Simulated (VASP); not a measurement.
# ScGa3 (P4/mmm) in VASP: electric field gradients with LDA

Aim: the electric field gradients of ScGa3 with LDA.

Everything below comes from runs of VASP 6.6.1. Logs are shortened: lines on timing, memory, paths and dates and some standing lists are left out, and cuts for length are marked.

## Step 1: The cell of the first run

It takes space group P4/mmm (No. 123, tetragonal). Conventional cell: a = 4.095 Å, b = 4.095 Å, c = 4.013 Å, α = 90.00°, β = 90.00°, γ = 90.00°. Sc (site symmetry 4/mmm) has 12 Ga at 2.87 to 2.90 Å within 3.8 Å. Ga (site symmetry mmm) has 4 Sc at 2.87 Å and 8 Ga at 2.87 to 2.90 Å within 3.8 Å. Ga (site symmetry 4/mmm) has 8 Ga at 2.87 Å and 4 Sc at 2.90 Å within 3.8 Å.

## Step 2: Electric field gradients, LDA (zz strain of -2 %)

INCAR reads:

```
SYSTEM = ScGa3
PREC = Accurate
ENCUT = 520
EDIFF = 1E-8
ISMEAR = -1
SIGMA = 0.05
LREAL = .FALSE.
LASPH = .TRUE.
NELM = 60
ALGO = Normal
ISIF = 2
LWAVE = .FALSE.
LCHARG = .FALSE.
GGA = CA
LEFG = .TRUE.
NBANDS = 33
```

KPOINTS reads:

```
Automatic mesh
0
G
  9 9 9
  0 0 0
```

POSCAR reads:

```
ScGa3
1.0
    4.0950000000      0.0000000000      0.0000000000
    0.0000000000      4.0950000000      0.0000000000
    0.0000000000      0.0000000000      4.0131000000
Sc Ga
1 3
Direct
    0.0000000000      0.0000000000      0.0000000000
    0.0000000000      0.5000000000      0.5000000000
    0.5000000000      0.0000000000      0.5000000000
    0.5000000000      0.5000000000      0.0000000000
```

Potentials or basis: VASP PAW LDA potentials, release 64 (Sc_sv, Ga_d).

Command:

```
$ cat potpaw_LDA.64/Sc_sv/POTCAR potpaw_LDA.64/Ga_d/POTCAR > POTCAR
$ mpirun -np 1 vasp_std > vasp.out
```

OUTCAR:

```text
SYSTEM = ScGa3
   PREC = Accurate
   ENCUT = 520
   EDIFF = 1E-8
   ISMEAR = -1
   LREAL = .FALSE.
   LASPH = .TRUE.
   NELM = 60
   ISIF = 2
   GGA = CA

 ion  position               nearest neighbor table
   1  0.000  0.000  0.000-   2 2.87   3 2.87   2 2.87   3 2.87   2 2.87   2 2.87   3 2.87   3 2.87
                             4 2.90   4 2.90   4 2.90   4 2.90
   2  0.000  0.500  0.500-   1 2.87   4 2.87   1 2.87   4 2.87   1 2.87   1 2.87   4 2.87   4 2.87
                             3 2.90   3 2.90   3 2.90   3 2.90
   3  0.500  0.000  0.500-   1 2.87   4 2.87   1 2.87   4 2.87   4 2.87   4 2.87   1 2.87   1 2.87
                             2 2.90   2 2.90   2 2.90   2 2.90
   4  0.500  0.500  0.000-   2 2.87   3 2.87   2 2.87   3 2.87   3 2.87   3 2.87   2 2.87   2 2.87
                             1 2.90   1 2.90   1 2.90   1 2.90

  LATTYP: Found a simple tetragonal cell.
 ALAT       =     4.0950000000
 C/A-ratio  =     0.9800000000

  Lattice vectors:

 A1 = (   4.0950000000,   0.0000000000,   0.0000000000)
 A2 = (   0.0000000000,   4.0950000000,   0.0000000000)
 A3 = (   0.0000000000,   0.0000000000,   4.0131000000)

Analysis of symmetry for initial positions (statically):
=====================================================================
 Subroutine PRICEL returns:
 Original cell was already a primitive cell.

 Routine SETGRP: Setting up the symmetry group for a
 simple tetragonal supercell.

 Subroutine GETGRP returns: Found 16 space group operations
 (whereof 16 operations were pure point group operations)
 out of a pool of 16 trial point group operations.

The static configuration has the point symmetry D_4h.

Analysis of symmetry for dynamics (positions and initial velocities):
=====================================================================
 Subroutine PRICEL returns:
 Original cell was already a primitive cell.

 Routine SETGRP: Setting up the symmetry group for a
 simple tetragonal supercell.

 Subroutine GETGRP returns: Found 16 space group operations
 (whereof 16 operations were pure point group operations)
 out of a pool of 16 trial point group operations.

The dynamic configuration has the point symmetry D_4h.
[... 145 lines left out ...]
  ---------------------------------------------------
  free energy    TOTEN  =       -19.79075877 eV

  energy without entropy =      -19.77953350  energy(sigma->0) =      -19.78514614

 E-fermi :   6.3896     XC(G=0): -11.9107

 val. band max:        6.3889344180   @ k =   0.3333   0.3333   0.0000
 cond. band min:       6.3955267033   @ k =   0.2222   0.1111   0.2222
 fundamental gap:      0.0065922853
 Fermi energy:         6.3895841149

 k-point     1 :       0.0000    0.0000    0.0000
  band No.  band energies     occupation
      1     -42.2904      2.00000
      2     -21.3231      2.00000
      3     -21.3231      2.00000
      4     -21.3069      2.00000
      5      -8.8759      2.00000
      6      -8.8536      2.00000
[... 853 lines left out ...]
     32      10.9917      0.00000
     33      12.0313      0.00000

 [... further k-points ...]

------------------------ aborting loop because EDIFF is reached ----------------------------------------

  FORCE on cell =-STRESS in cart. coord.  units (eV):
  Direction    XX          YY          ZZ          XY          YZ          ZX
  --------------------------------------------------------------------------------------
  -------------------------------------------------------------------------------------
  Total       -1.9298413     -1.9298413     -0.9519310      0.0000000     -0.0000000      0.0000000
  in kB      -45.9456490    -45.9456490    -22.6635655      0.0000000     -0.0000000      0.0000000
  external PRESSURE =     -38.1849545 kB  Pullay stress =       0.0000000 kB

 VOLUME and BASIS-vectors are now :
 -----------------------------------------------------------------------------
  energy-cutoff  :      520.00
  volume of cell :       67.30
      direct lattice vectors                 reciprocal lattice vectors
     4.095000000  0.000000000  0.000000000     0.244200244  0.000000000  0.000000000
     0.000000000  4.095000000  0.000000000     0.000000000  0.244200244  0.000000000
     0.000000000  0.000000000  4.013100000     0.000000000  0.000000000  0.249183923

 POSITION                                       TOTAL-FORCE (eV/Angst)
 -----------------------------------------------------------------------------------
      0.00000      0.00000      0.00000         0.000000      0.000000      0.000000
      0.00000      2.04750      2.00655         0.000000      0.000000      0.000000
      2.04750      0.00000      2.00655         0.000000      0.000000      0.000000
      2.04750      2.04750      0.00000         0.000000      0.000000      0.000000
 -----------------------------------------------------------------------------------
    total drift:                                0.000000      0.000000     -0.000000

  FREE ENERGIE OF THE ION-ELECTRON SYSTEM (eV)
  ---------------------------------------------------
  free  energy   TOTEN  =       -19.7907587746 eV

  energy  without entropy=      -19.7795335033  energy(sigma->0) =      -19.78514614

 Electric field gradients (V/A^2)
---------------------------------------------------------------------
 ion       V_xx      V_yy      V_zz      V_xy      V_xz      V_yz
---------------------------------------------------------------------
   1       2.027     2.027    -4.054    -0.000     0.000    -0.000
   2      65.515   -30.630   -34.885    -0.000     0.000    -0.000
   3     -30.630    65.515   -34.885    -0.000    -0.000     0.000
   4     -29.730   -29.730    59.460    -0.000     0.000     0.000
---------------------------------------------------------------------

 Electric field gradients after diagonalization (V/A^2)
 (convention: |V_zz| > |V_xx| > |V_yy|)
----------------------------------------------------------------------
 ion       V_xx      V_yy      V_zz     asymmetry (V_yy - V_xx)/ V_zz
----------------------------------------------------------------------
   1       2.027     2.027    -4.054       0.000
   2     -34.885   -30.630    65.515       0.065
   3     -34.885   -30.630    65.515       0.065
   4     -29.730   -29.730    59.460       0.000
----------------------------------------------------------------------

           NMR quadrupolar parameters

 Cq : quadrupolar parameter    Cq=e*Q*V_zz/h
 eta: asymmetry parameters     (V_yy - V_xx)/ V_zz
 Q  : nuclear electric quadrupole moment in mb (millibarn)
----------------------------------------------------------------------
 ion       Cq(MHz)       eta       Q (mb)
----------------------------------------------------------------------
   1      -0.010       0.000       1.000
   2       0.158       0.065       1.000
   3       0.158       0.065       1.000
   4       0.144       0.000       1.000
----------------------------------------------------------------------
```

OSZICAR:

```text
N       E                     dE             d eps       ncg     rms          rms(c)
DAV:   1     0.420179003887E+03    0.42018E+03   -0.23057E+04  5070   0.268E+03
DAV:   2     0.279934483501E+02   -0.39219E+03   -0.38190E+03  4966   0.610E+02
DAV:   3    -0.194497926505E+02   -0.47443E+02   -0.46399E+02  6540   0.179E+02
DAV:   4    -0.209002548844E+02   -0.14505E+01   -0.14332E+01  6736   0.338E+01
DAV:   5    -0.209338143280E+02   -0.33559E-01   -0.33538E-01  6732   0.522E+00    0.840E+00
DAV:   6    -0.198907186337E+02    0.10431E+01   -0.31105E+00  6649   0.152E+01    0.264E+00
DAV:   7    -0.198192606310E+02    0.71458E-01   -0.17208E-01  6552   0.387E+00    0.162E+00
DAV:   8    -0.197916629391E+02    0.27598E-01   -0.55274E-02  6733   0.186E+00    0.221E-01
DAV:   9    -0.197908213581E+02    0.84158E-03   -0.93952E-03  6687   0.135E+00    0.705E-02
DAV:  10    -0.197907717708E+02    0.49587E-04   -0.10595E-03  7032   0.894E-01    0.382E-02
DAV:  11    -0.197907570792E+02    0.14692E-04   -0.20815E-04  8249   0.322E-01    0.129E-02
DAV:  12    -0.197907578799E+02   -0.80074E-06   -0.50971E-05  9492   0.124E-01    0.375E-03
DAV:  13    -0.197907588484E+02   -0.96851E-06   -0.14421E-05  6408   0.393E-02    0.272E-03
DAV:  14    -0.197907587704E+02    0.77996E-07   -0.10309E-06  7028   0.325E-02    0.510E-04
DAV:  15    -0.197907587752E+02   -0.47976E-08   -0.16114E-07  7104   0.107E-02    0.287E-04
DAV:  16    -0.197907587746E+02    0.64847E-09   -0.30114E-08  4892   0.175E-03
   1 F= -.19790759E+02 E0= -.19785146E+02  d E =-.112253E-01
```

stdout:

```text
POSCAR found type information on POSCAR ScGa
 POSCAR found :  2 types and       4 ions
 scaLAPACK will be used
 LDA part: xc-table for (Slater(with rela. corr.)+CA(PZ))
 , standard interpolation
 POSCAR, INCAR and KPOINTS ok, starting setup
 FFT: planning ... GRIDC
 FFT: planning ... GRID_SOFT
 FFT: planning ... GRID
 WAVECAR not read
 entering main loop
ion   1

ion   2

ion   3

ion   4
```

It took 89 s on 1 thread of Intel Xeon 6975P-C (Granite Rapids), shared host; peak memory 0.25 GiB.

What came out:

```
Free energy                             : -19.7908 eV
Pressure                                : -3.8 GPa
Band gap on the k mesh                  : zero (bands 25 and 26 overlap by 3.20 eV)
Largest electric field gradient by atom : Sc -4.1; Ga +65.5, +59.5 (each value once) V/Å²
```

Stress tensor (GPa, compression positive):
```
-4.59  0.00  0.00
 0.00 -4.59  0.00
 0.00  0.00 -2.27
```

Electric field gradients, principal values (V/Å²):
```
atom    least   middle  greatest (by size)
1 Sc    2.027    2.027              -4.054
2 Ga  -30.630  -34.885              65.515
3 Ga  -30.630  -34.885              65.515
4 Ga  -29.730  -29.730              59.460
```

Caveat: the cell differs from its parent crystal (zz strain of -2 %); the cell stands under tension; without QUAD_EFG the Cq values of the log hold for a quadrupole moment of 1 mb, not for the nuclei.
